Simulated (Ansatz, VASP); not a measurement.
**Two plane-wave programs on Mo**

File INCAR:

```
PREC     = Accurate       # precision mode
ENCUT    = 520            # plane-wave cutoff, eV
EDIFF    = 1E-8           # SCF threshold, eV
ISMEAR   = -1             # smearing method
SIGMA    = 0.05           # smearing width, eV
LREAL    = False          # projectors in reciprocal space
LASPH    = True           # aspherical terms in the spheres
NELM     = 100            # most SCF steps
ALGO     = Normal         # electronic algorithm
ISIF     = 2              # what is computed and relaxed
LWAVE    = False          # write WAVECAR
LCHARG   = False          # write CHGCAR
GGA      = PE             # functional
LEFG     = True         
NBANDS   = 21             # bands
```

KPOINTS

```
Automatic mesh
0
Gamma
  11 11 11
```

The input POSCAR:

```
Mo
1.0
    0.0000000000      2.8201345743      2.8201345743
    2.8201345743      0.0000000000      2.8201345743
    2.8201345743      2.8201345743      0.0000000000
Mo
2
Direct
    0.0000000000      0.0000000000      0.0000000000
    0.2500000000      0.2500000000      0.2500000000
```

Input for Ansatz:

```yaml
crystal:
  lattice:
    - [0.0, 2.8201345743, 2.8201345743]
    - [2.8201345743, 0.0, 2.8201345743]
    - [2.8201345743, 2.8201345743, 0.0]
  atoms:
    - { symbol: Mo, position: [0.0, 0.0, 0.0] }
    - { symbol: Mo, position: [0.25, 0.25, 0.25] }
kpoints:
  mp_grid: { grid: [11, 11, 11] }
scf:
  occupations: { method: fermi_dirac, width: 0.05 }
hamiltonian:
  xc: pbe
  pseudopotentials: { kind: paw }
output:
  forces: true
  stress: true
  eigenvalues: true
  efg: { contact_densities: true }
```

Change from the starting cell: volume scaled by 0.975, PAW files.

Alike in both runs: task electric field gradients; functional PBE; k mesh 11 × 11 × 11; occupations fermi-dirac, width 0.05 eV; no spin polarisation.

|  | VASP | Ansatz |
| --- | --- | --- |
| version | VASP 6.6.1 | Ansatz 0.2.0 |
| potentials or method | VASP PAW PBE potentials, release 64 (Mo_sv) | PAW with Ansatz's default frozen-core files, scalar-relativistic |
| plane-wave cutoff (eV) | 520 | 420 |
| valence electrons in the cell | 28 | 28 |

Ansatz gave:

* pressure (GPa): 2.8

Problem. What did VASP give for the same quantities?

Solution. Pressure (GPa): 3.3.
